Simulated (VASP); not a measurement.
Input of a VASP 6.6.1 run:

File INCAR:

```
  PREC = Accurate
  ENCUT = 520
  EDIFF = 1E-7
  ISMEAR = 0
  SIGMA = 0.05
  LREAL = False
  LASPH = True
  NELM = 150
  ALGO = Normal
  ISIF = 2
  LWAVE = False
  LCHARG = False
  ISPIN = 2
  MAGMOM = 0.6 0.6 0.35 0.35
  LORBIT = 11
  NUPDOWN = 1.8
  LMAXMIX = 4
  LDAU = True
  LDAUTYPE = 2
  LDAUL = 2 -1
  LDAUU = 5 0
  LDAUJ = 0 0
  LDAUPRINT = 1
  NBANDS = 29
```

KPOINTS

```
Automatic mesh
0
Gamma
  7 7 4
```

POSCAR

```
CuO
1.0
    2.3446497600     -1.7133998200      0.0000000000
    2.3446497600      1.7133998200      0.0000000000
   -0.8605499100      0.0000000000      5.0594394800
Cu O
2 2
Direct
    0.0032000000      0.4968000000      0.0000000000
    0.4968000000      0.0032000000      0.5000000000
    0.5714000000      0.4056000000      0.2537000000
    0.4056000000      0.5714000000      0.7537000000
```

Potentials or basis: VASP PAW LDA potentials, release 64 (Cu, O).

The run is started by

```bash
$ cat potpaw_LDA.64/Cu/POTCAR potpaw_LDA.64/O/POTCAR > POTCAR
$ mpirun -np 1 vasp_std > vasp.out
```

**Question.** Estimate the largest force.

**Answer.** 0.735 eV/Å.

**Question.** Predict the pressure.

**Answer.** -11.5 GPa.

Forces on the atoms (eV/Å):
```
Cu  -0.602  0.235  0.249
Cu  -0.602 -0.235  0.249
O    0.602  0.341 -0.249
O    0.602 -0.341 -0.249
```

Caveat: the total moment is fixed, so each spin has its own Fermi level. The state reached can hang on the start; a lower one may exist.
